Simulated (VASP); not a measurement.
# Sc2InSb3 (C2/m) in VASP: further runs, part 2 of 2

VASP 6.6.1.

### 3 Relaxation of cell and atoms, PBE

This run uses another cell than the first one, of 24.22 Å³/atom.

The input, INCAR:

```
PREC = Accurate
ENCUT = 600
EDIFF = 1E-7
ISMEAR = 0
SIGMA = 0.2
LREAL = False
LASPH = True
NELM = 60
ALGO = Fast
ISIF = 3
LWAVE = False
LCHARG = False
GGA = PE
IBRION = 2
NSW = 36
EDIFFG = -0.08
```

The input, KPOINTS:

```
Automatic mesh
0
Gamma
  3 3 4
```

The input, POSCAR:

```
Sc2InSb3
1.0
    3.3145108900     -5.7221401400      0.0000000000
    3.3145108900      5.7221401400      0.0000000000
   -0.0234061900      0.0000000000      3.8315972300
Sc In Sb
2 1 3
Direct
    0.6639999900      0.3360000100      0.0000000000
    0.3360000100      0.6639999900      0.0000000000
    0.0000000000      0.0000000000      0.0000000000
    0.5000000000      0.5000000000      0.5000000000
    0.0000000000      0.5000000000      0.5000000000
    0.5000000000      0.0000000000      0.5000000000
```

Potentials or basis: VASP PAW PBE potentials, release 64 (Sc_sv, In_d, Sb).

Run with:

```
> cat potpaw_PBE.64/Sc_sv/POTCAR potpaw_PBE.64/In_d/POTCAR potpaw_PBE.64/Sb/POTCAR > POTCAR
> mpirun -np 1 vasp_std > vasp.out
```

OUTCAR:

```text
PREC = Accurate
   ENCUT = 600
   EDIFF = 1E-7
   ISMEAR = 0
   LREAL = False
   LASPH = True
   NELM = 60
   ISIF = 3
   GGA = PE
   IBRION = 2
   NSW = 36
   EDIFFG = -0.08

 ion  position               nearest neighbor table
   1  0.664  0.336  0.000-   4 2.68   4 2.68   5 2.71   6 2.71   5 2.72   6 2.72
   2  0.336  0.664  0.000-   4 2.68   4 2.68   6 2.71   5 2.71   5 2.72   6 2.72
   3  0.000  0.000  0.000-   5 3.82   6 3.82   5 3.82   6 3.82   4 3.82   4 3.82   5 3.83   6 3.83
                             6 3.83   5 3.83   4 3.84   4 3.84
   4  0.500  0.500  0.500-   1 2.68   2 2.68   1 2.68   2 2.68   5 3.31   6 3.31   6 3.31   5 3.31
                             3 3.82   3 3.82   3 3.84   3 3.84
   5  0.000  0.500  0.500-   2 2.71   1 2.71   1 2.72   2 2.72   4 3.31   4 3.31   6 3.31   6 3.31
                             3 3.82   3 3.82   3 3.83   3 3.83
   6  0.500  0.000  0.500-   1 2.71   2 2.71   1 2.72   2 2.72   4 3.31   4 3.31   5 3.31   5 3.31
                             3 3.82   3 3.82   3 3.83   3 3.83

  LATTYP: Found a base centered monoclinic cell.
 ALAT       =     6.6290217800
 B/A-ratio  =     1.7263905083
 C/A-ratio  =     0.5780141999
 COS(beta)  =    -0.0061086153

  Lattice vectors:

 A1 = (   3.3145108900,  -5.7221401400,   0.0000000000)
 A2 = (   3.3145108900,   5.7221401400,   0.0000000000)
 A3 = (  -0.0234061900,   0.0000000000,   3.8315972300)

Analysis of symmetry for initial positions (statically):
=====================================================================
 Subroutine PRICEL returns:
 Original cell was already a primitive cell.

 Routine SETGRP: Setting up the symmetry group for a
 base centered monoclinic supercell.

 Subroutine GETGRP returns: Found  4 space group operations
 (whereof  4 operations were pure point group operations)
 out of a pool of  4 trial point group operations.

The static configuration has the point symmetry C_2h.

Analysis of symmetry for dynamics (positions and initial velocities):
=====================================================================
 Subroutine PRICEL returns:
 Original cell was already a primitive cell.

 Routine SETGRP: Setting up the symmetry group for a
 base centered monoclinic supercell.

 Subroutine GETGRP returns: Found  4 space group operations
 (whereof  4 operations were pure point group operations)
 out of a pool of  4 trial point group operations.

The dynamic configuration has the point symmetry C_2h.

 Subroutine INISYM returns: Found  4 space group operations
 (whereof  4 operations are pure point group operations),
 and found     1 'primitive' translations

----------------------------------------------------------------------------------------

                                     Primitive cell

  volume of cell :     145.3409

  direct lattice vectors                    reciprocal lattice vectors
     3.314510890 -5.722140140  0.000000000     0.150851820 -0.087379894  0.000921513
     3.314510890  5.722140140  0.000000000     0.150851820  0.087379894  0.000921513
    -0.023406190  0.000000000  3.831597230     0.000000000  0.000000000  0.260987766

  length of vectors
     6.612780824  6.612780824  3.831668720     0.174334066  0.174334066  0.260987766

  position of ions in fractional coordinates (direct lattice)
     0.663999990  0.336000010  0.000000000
     0.336000010  0.663999990  0.000000000
     0.000000000  0.000000000  0.000000000
     0.500000000  0.500000000  0.500000000
[... 35 lines left out ...]

 Found     14 irreducible k-points:

 Following reciprocal coordinates:
            Coordinates               Weight
  0.000000  0.000000  0.000000      1.000000
  0.333333  0.000000  0.000000      4.000000
  0.333333  0.333333  0.000000      2.000000
 -0.333333  0.333333  0.000000      2.000000
  0.000000  0.000000  0.250000      2.000000
  0.333333  0.000000  0.250000      4.000000
 -0.333333  0.000000  0.250000      4.000000
  0.333333  0.333333  0.250000      2.000000
 -0.333333  0.333333  0.250000      4.000000
 -0.333333 -0.333333  0.250000      2.000000
  0.000000  0.000000  0.500000      1.000000
  0.333333  0.000000  0.500000      4.000000
  0.333333  0.333333  0.500000      2.000000
 -0.333333  0.333333  0.500000      2.000000
   k-points           NKPTS =     14   k-points in BZ     NKDIM =     14   number of bands    NBANDS=     30
   number of dos      NEDOS =    301   number of ions     NIONS =      6
   total plane-waves  NPLWV =  93312
   dimension x,y,z NGX =    54 NGY =   54 NGZ =   32
   dimension x,y,z NGXF=   108 NGYF=  108 NGZF=   64
   ions per type =               2   1   3
   NGX,Y,Z   is equivalent  to a cutoff of  13.58, 13.58, 13.88 a.u.
   NGXF,Y,Z  is equivalent  to a cutoff of  27.15, 27.15, 27.77 a.u.
 SYSTEM =  unknown system
   PREC   = accura    normal or accurate (medium, high low for compatibility)
   ISTART =      0    job   : 0-new  1-cont  2-samecut
   ICHARG =      2    charge: 1-file 2-atom 10-const
   ISPIN  =      1    spin polarized calculation?
   LNONCOLLINEAR =      F non collinear calculations
   LSORBIT =      F    spin-orbit coupling
   LASPH  =      T    aspherical Exc in radial PAW
   ENCUT  =  600.0 eV  44.10 Ry    6.64 a.u.  13.21 13.21  7.65*2*pi/ulx,y,z
   NELM   =     60;   NELMIN=  2; NELMDL= -5     # of ELM steps
   EDIFF  = 0.1E-06   stopping-criterion for ELM
   LREAL  =      F    real-space projection
   EDIFFG = -.8E-01   stopping-criterion for IOM
   NSW    =     36    number of steps for IOM
   IBRION =      2    ionic relax: 0-MD 1-quasi-New 2-CG
   NFREE  =      1    steps in history (QN), initial steepest desc. (CG)
   ISIF   =      3    stress and relaxation
   ISYM   =      2    0-nonsym 1-usesym 2-fastsym
   POTIM  = 0.5000    time-step for ionic-motion
   TEBEG  =    0.0;   TEEND  =   0.0 temperature during run
   PSTRESS=    0.0 pullay stress
   NELECT =      50.0000    total number of electrons
   NUPDOWN=      -1.0000    fix difference up-down
   EMIN   =  10.00;   EMAX   =-10.00  energy-range for DOS
   EFERMI =   0.00;   METHOD = LEGACY
   ISMEAR =     0;   SIGMA  =   0.20  broadening in eV -4-tet -1-fermi 0-gaus
   EFERMI_NEDOS =   21; number of points for ismear=-14 and -15
   IALGO  =     68    algorithm
   IMIX   =      4    mixing-type and parameters
     AMIX     =   0.40;   BMIX     =  1.00
     AMIX_MAG =   1.60;   BMIX_MAG =  1.00
  volume/ion in A,a.u.               =      24.22       163.47
  Fermi-wavevector in a.u.,A,eV,Ry     =   1.147103  2.167709 17.903147  1.315844
  Thomas-Fermi vector in A             =   2.283784
   LORBIT       =      0    0 simple, 1 ext, 2 COOP (PROOUT), +10 PAW based schemes
   GGA     = PE    functional components
   LHFCALC =     F    Hartree Fock is set to
   AEXX    =    0.0000 exact exchange contribution
   IVDW    =     0    specifies the selected vdW correction
   LEPSILON=     F    determine dielectric tensor
   LRPA    =     F    only Hartree local field effects (RPA)
 conjugate gradient relaxation of ions
 non-spin polarized calculation
 RMM-DIIS sequential band-by-band and
 Gauss-broadening in eV      SIGMA  =   0.20
  energy-cutoff  :      600.00
  volume of cell :      145.34
 maximum number of plane-waves:      4866
 NGX is ok and might be reduce to    54
   NGX = 27   NGY = 27   NGZ = 15

--------------------------------------- Ionic step        1  -------------------------------------------

 number of electron      50.0000007 magnetization

 Free energy of the ion-electron system (eV)
  ---------------------------------------------------
  ext. energy  EPLUGINS =         0.00000000
  ---------------------------------------------------
  free energy    TOTEN  =       -28.67881171 eV

  energy without entropy =      -28.63439516  energy(sigma->0) =      -28.65660344

 E-fermi :   7.1986     XC(G=0): -10.2298

 val. band max:        7.1594443986   @ k =   0.3333   0.0000   0.5000
 cond. band min:       7.2673120469   @ k =   0.0000   0.0000   0.0000
 fundamental gap:      0.1078676483
 Fermi energy:         7.1985544661
[... 969 lines left out ...]
     29       6.2700      0.00000
     30       6.3433      0.00000

------------------------ aborting loop EDIFF was not reached (unconverged)  ----------------------------

  FORCE on cell =-STRESS in cart. coord.  units (eV):
  Direction    XX          YY          ZZ          XY          YZ          ZX
  --------------------------------------------------------------------------------------
  -------------------------------------------------------------------------------------
  Total       -5.0443556     -5.1223651     -7.8860075      0.0000000      0.0000000     -0.0262429
  in kB      -41.6028828    -42.2462601    -65.0391596      0.0000000      0.0000000     -0.2164361
  external PRESSURE =     -49.6294341 kB  Pullay stress =       0.0000000 kB
[... 147 lines left out ...]
--------------------------------------- Ionic step        6  -------------------------------------------

 number of electron      49.9999995 magnetization

 Free energy of the ion-electron system (eV)
  ---------------------------------------------------
  ext. energy  EPLUGINS =         0.00000000
  ---------------------------------------------------
  free energy    TOTEN  =       -30.05675632 eV

  energy without entropy =      -30.01804460  energy(sigma->0) =      -30.03740046

 E-fermi :   5.9068     XC(G=0):  -9.5756

 val. band max:        5.8141893870   @ k =   0.0000   0.0000   0.2500
 cond. band min:       5.9721451132   @ k =   0.0000   0.0000   0.5000
 fundamental gap:      0.1579557262
 Fermi energy:         5.9068088130
[... 493 lines left out ...]
  FREE ENERGIE OF THE ION-ELECTRON SYSTEM (eV)
  ---------------------------------------------------
  free  energy   TOTEN  =       -30.0567563186 eV

  energy  without entropy=      -30.0180445997  energy(sigma->0) =      -30.03740046

 reached required accuracy - stopping structural energy minimisation
```

Run time: 19 min. Hardware: 1 thread of Oxide Virtual Turin-like, shared host; peak memory 0.33 GiB.

Results:

```yaml
Free_energy: -30.0568 eV
Relaxed_volume: 28.27 Å³/atom
Relaxed_cell: a = 6.719 Å, b = 6.719 Å, c = 4.365 Å, α = 89.92°, β = 89.92°, γ = 120.61°
Space_group_after_relaxing_to_0.1_Å: Cmmm (No. 65)
Energy_gained_by_relaxing: 229.7 meV/atom
Ionic_steps: 6
Pressure_after_relaxing: -0.2 GPa
Largest_force_after_relaxing: 0.052 eV/Å
Band_gap_on_the_k_mesh: zero (bands 25 and 26 overlap by 1.48 eV)
```

Forces on the atoms (eV/Å):
```
Sc   0.000  0.052  0.000
Sc   0.000 -0.052  0.000
In   0.000  0.000  0.000
Sb   0.000  0.000  0.000
Sb   0.000  0.000  0.000
Sb   0.000  0.000  0.000
```

The path:
| step | energy change (eV) | largest force (eV/Å) | pressure (GPa) | volume (Å³) |
| --- | --- | --- | --- | --- |
| 1 | 0.0000 | 0.3737 | 14.06 | 145.34 |
| 2 | -0.9855 | 0.0249 | -4.96 | 194.26 |
| 3 | -1.3351 | 0.0906 | -0.38 | 174.80 |
| 4 | -1.3347 | 0.0873 | -0.56 | 175.42 |
| 5 | -1.3553 | 0.0512 | -0.50 | 174.00 |
| 6 | -1.3779 | 0.0523 | -0.17 | 169.61 |

Final structure:
```
Sc In Sb
1.0
     3.32845   -5.83673    0.01444
     3.32845    5.83673    0.01444
    -0.00668    0.00000    4.36526
Sc In Sb
2 1 3
Direct
  0.66646 0.33354 0.00000
  0.33354 0.66646 0.00000
  0.00000 0.00000 0.00000
  0.50000 0.50000 0.50000
  0.00000 0.50000 0.50000
  0.50000 0.00000 0.50000
```

Caveat: the k points lie up to 0.36 Å⁻¹ apart in the final cell, too coarse for converged energies and pressures of a metal; the volume moved by over 15 % at a fixed basis, so the end points are rough; spin-orbit coupling is left out, which moves the levels of the heavy elements; the relaxation stopped at a loose force limit of 0.08 eV/Å, so its end isn't a converged minimum.

The gap in the log of VASP goes by the Fermi energy; the results here count the filled bands.